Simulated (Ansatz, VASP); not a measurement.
**Al2Pt in VASP and in Ansatz**

Contents of INCAR:

```
SYSTEM = Al2Pt
ALGO = Normal
EDIFF = 1E-7
EDIFFG = -0.005
ENCUT = 500
GGA = PS
GGA_COMPAT = .False.
IBRION = 2
ISIF = 3
ISMEAR = 0
LASPH = .True.
LCHARG = .False.
LREAL = .False.
LWAVE = .False.
NELM = 120
NELMIN = 4
NSW = 70
PREC = Accurate
SIGMA = 0.1
```

The input KPOINTS:

```
k-points
0
Gamma
  12 12 12
  0 0 0
```

File POSCAR:

```
Al2Pt
1.0
    0.0000000000      2.9732040976      2.9732040976
    2.9732040976      0.0000000000      2.9732040976
    2.9732040976      2.9732040976      0.0000000000
Al Pt
2 1
Direct
    0.2500000000      0.2500000000      0.2500000000
    0.7500000000      0.7500000000      0.7500000000
    0.0000000000      0.0000000000      0.0000000000
```

Input for Ansatz:

```yaml
crystal:
  lattice:
    - [0.0, 2.9732040976, 2.9732040976]
    - [2.9732040976, 0.0, 2.9732040976]
    - [2.9732040976, 2.9732040976, 0.0]
  atoms:
    - { symbol: Al, position: [0.25, 0.25, 0.25] }
    - { symbol: Al, position: [0.75, 0.75, 0.75] }
    - { symbol: Pt, position: [0.0, 0.0, 0.0] }
basis:
  ecutwfc: 420
kpoints:
  mp_grid: { grid: [12, 12, 12] }
hamiltonian:
  xc: pbesol
scf:
  occupations: { method: gaussian, width: 0.1 }
output:
  forces: true
  stress: true
  eigenvalues: true
relax:
  adjacent_minimum: "off"
  f_tol: 0.005
  max_steps: 50
  cell: { stress_tol: 0.05 }
```

Alike in both runs: task relaxation of cell and atoms; functional PBEsol; k mesh 12 × 12 × 12; occupations gaussian, width 0.1 eV; no spin polarisation.

|  | VASP | Ansatz |
| --- | --- | --- |
| version | VASP 6.6.1 | Ansatz 0.2.0 |
| potentials or method | VASP PAW PBE potentials, release 64 (Al, Pt), cutoff 500 eV | scalar-relativistic, plane waves, PAW |
| valence electrons in the cell | 16 | 24 |

|  | VASP | Ansatz | Ansatz less VASP |
| --- | --- | --- | --- |
| gap on the k mesh at the Fermi level, each at its own relaxed structure (eV) | none | none | - |
| relaxed volume (Å³/atom) | 17.08 | 17.08 | +0.006 |
| relaxed cell length with the largest relative difference (Å) | 4.169 | 4.169 | +0.0005 |

VASP's potentials were made for PBE, not for PBEsol. A gap of «none» marks a metal or a gap that the smearing closes. VASP's potentials hold 16 valence electrons a cell and Ansatz's 24, so a difference there can come from the potentials and not from the codes.

Spin-orbit coupling is off throughout.
